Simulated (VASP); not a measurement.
B4Pd: relaxation of cell and atoms with PBE

The system is B4Pd.

```
B Pd
1.0
    -2.23587    2.23587    2.23587
     2.23587   -2.23587    2.23587
     2.23587    2.23587   -2.23587
B Pd
4 1
Cartesian
  1.1179 1.1179 -1.1179
  1.1179 -1.1179 1.1179
  -1.1179 1.1179 1.1179
  1.1179 1.1179 1.1179
  0.0000 0.0000 0.0000
```

```
Program                : VASP 6.6.1
Task                   : relaxation of cell and atoms
Functional             : PBE
Potentials or basis    : VASP PAW PBE potentials, release 64 (B, Pd)
Cutoff                 : 600 eV
k mesh                 : 6 × 6 × 6
Occupations            : gaussian, width 0.1 eV
Spin                   : no spin polarisation
Dipole correction      : no
Further INCAR settings : ALGO = Normal; EDIFF = 1e-06; IBRION = 2; EDIFFG = -0.04; NSW = 90; ISIF = 3
```

```yaml
Relaxed_volume: 10.63 Å³/atom
Relaxed_cell: a = 4.102 Å, b = 4.102 Å, c = 4.102 Å, α = 109.47°, β = 109.47°, γ = 109.47°
Space_group_after_relaxing_to_0.05_Å: Im-3m (No. 229)
Energy_gained_by_relaxing: 207.9 meV/atom
Ionic_steps: 4
Pressure_after_relaxing: -0.1 GPa
Band_gap_on_the_k_mesh: zero (band 11 reaches 8.12 eV, above the bottom of band 12 at 4.38 eV)
```

Step by step:
```
step  energy change (eV)  largest force (eV/Å)  pressure (GPa)  volume (Å³)
   1              0.0000                0.0000           46.13        44.71
   2             -0.2323                0.0000          -20.25        63.53
   3             -1.0391                0.0000           -0.75        53.32
   4             -1.0396                0.0000           -0.14        53.14
```

Final structure:
```
B Pd
1.0
    -2.36839    2.36839    2.36839
     2.36839   -2.36839    2.36839
     2.36839    2.36839   -2.36839
B Pd
4 1
Direct
  0.00000 0.00000 0.50000
  0.00000 0.50000 0.00000
  0.50000 0.00000 0.00000
  0.50000 0.50000 0.50000
  0.00000 0.00000 0.00000
```

Levels at points of the mesh, in eV from the Fermi level:
```tsv
k point	band 7	band 8	band 9	band 10	band 11	band 12	band 13	band 14	band 15
(0.00, 0.00, 0.00)	-3.01	-3.01	-3.01	-2.21	-2.21	-2.21	2.04	2.04	2.04
(0.50, 0.00, 0.00)	-6.14	-5.09	-3.43	-0.45	-0.40	0.03	2.33	2.33	3.13
(0.50, 0.50, 0.50)	-7.32	-7.32	-7.28	-1.72	-1.72	2.72	3.07	3.07	3.07
```

Run time: 21 s on 1 thread of Intel(R) Xeon(R) 6975P-C (Granite Rapids), on a shared host, peak memory 0.19 GiB.

Caveat: the volume moved by over 15 % at a fixed basis, so the end points are rough.
